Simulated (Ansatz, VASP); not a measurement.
Ti2O in VASP and in Ansatz

```xyz
3
Lattice="2.9194 0.0000 0.0000 -1.4597 2.5283 0.0000 0.0000 0.0000 4.7130" Properties=species:S:1:pos:R:3 pbc="T T T"
Ti    1.4597    0.8428    1.2462
Ti    0.0000    1.6855    3.4668
O     0.0000    0.0000    0.0000
```

Alike in both runs: functional PBEsol; k mesh 18 × 18 × 10; occupations gaussian, width 0.1 eV; no spin polarisation.

Ansatz relaxed the structure, and its values are those at the end. VASP's run is a single point on that final structure, the one shown.

|  | VASP | Ansatz |
| --- | --- | --- |
| version | VASP 6.6.1 | Ansatz 0.2.0 |
| potentials or method | VASP PAW PBE potentials, release 64 (Ti_sv, O), cutoff 520 eV | scalar-relativistic, plane waves, PAW |
| valence electrons in the cell | 30 | 30 |

```csv
,VASP,Ansatz,Ansatz less VASP
gap on the k mesh at the Fermi level (eV),none,none,-
pressure (GPa),5.5,5.1,-0.37
rms of the force components (eV/Å),0.025,0.000,-0.0247
```

VASP's potentials were made for PBE, not for PBEsol. A gap of «none» marks a metal or a gap that the smearing closes. Ansatz's warnings: stress scf threshold loose.
